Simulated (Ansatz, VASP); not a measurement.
This is a calculation of Hg for VASP 6.6.1.

INCAR

```
PREC     = Accurate       # precision mode
ENCUT    = 520            # plane-wave cutoff, eV
EDIFF    = 1E-6           # SCF threshold, eV
ISMEAR   = -1             # smearing method
SIGMA    = 0.05           # smearing width, eV
LREAL    = F              # projectors in reciprocal space
LASPH    = T              # aspherical terms in the spheres
NELM     = 100            # most SCF steps
ALGO     = Fast           # electronic algorithm
ISIF     = 2              # what is computed and relaxed
LWAVE    = F              # write WAVECAR
LCHARG   = F              # write CHGCAR
GGA      = PE             # functional
NBANDS   = 32             # bands
```

Contents of KPOINTS:

```
regular mesh
0
Gamma
  6 6 6
```

Contents of POSCAR:

```
Hg
1.0
   -3.2271430000      3.2271430000      3.3446970000
    3.2271430000     -3.2271430000      3.3446970000
    3.2271430000      3.2271430000     -3.3446970000
Hg
4
Direct
    0.0794720000      0.1287430000      0.4545850000
    0.6832780000      0.6327450000      0.5560680000
    0.3737270000      0.9190020000      0.0461130000
    0.8611730000      0.3280330000      0.9520370000
```

Potentials or basis: VASP PAW PBE potentials, release 64 (Hg).

Run with:

```sh
$ cat potpaw_PBE.64/Hg/POTCAR > POTCAR
$ mpirun -np 1 vasp_std > vasp.out
```

**Question.** Set up the same calculation for Ansatz 0.2.0. Potentials there: Ansatz PAW.

**Answer.** As run (the cutoff follows the program's own potentials):

File input.yaml:

```yaml
crystal:
  lattice:
    - [-3.227143, 3.227143, 3.344697]
    - [3.227143, -3.227143, 3.344697]
    - [3.227143, 3.227143, -3.344697]
  atoms:
    - { symbol: Hg, position: [0.079472, 0.128743, 0.454585] }
    - { symbol: Hg, position: [0.683278, 0.632745, 0.556068] }
    - { symbol: Hg, position: [0.373727, 0.919002, 0.046113] }
    - { symbol: Hg, position: [0.861173, 0.328033, 0.952037] }
hamiltonian:
  xc: pbe
  pseudopotentials: { kind: paw }
kpoints:
  mp_grid: { grid: [6, 6, 6] }
scf:
  occupations: { method: fermi_dirac, width: 0.05 }
output:
  forces: true
  stress: true
  eigenvalues: true
```

Potentials or basis: Ansatz PAW.

Run with:

```bash
$ ansatz run input.yaml --threads 2 --pin off --max-ram 5120MiB --backend cpu --events-out ev --progress --plain --runs-dir out
```

Both were run:

|  | VASP | Ansatz | Ansatz less VASP |
| --- | --- | --- | --- |
| gap on the k mesh at the Fermi level (eV) | none | none | - |
| pressure (GPa) | 0.0 | 0.0 | -0.04 |
| traceless stress, the component that is largest in VASP (GPa) | 0.27 | 0.25 | -0.020 |
| rms of the force components (eV/Å) | 0.013 | 0.012 | -0.0009 |

Atom by atom the forces differ by 0.002 eV/Å (rms over components). A gap of «none» marks a metal or a gap that the smearing closes. The functional is the same, so the differences come from potentials, cutoffs and numerics. VASP's potentials hold 48 valence electrons a cell and Ansatz's 80, so a difference there can come from the potentials and not from the codes.

Spin-orbit coupling is off throughout.
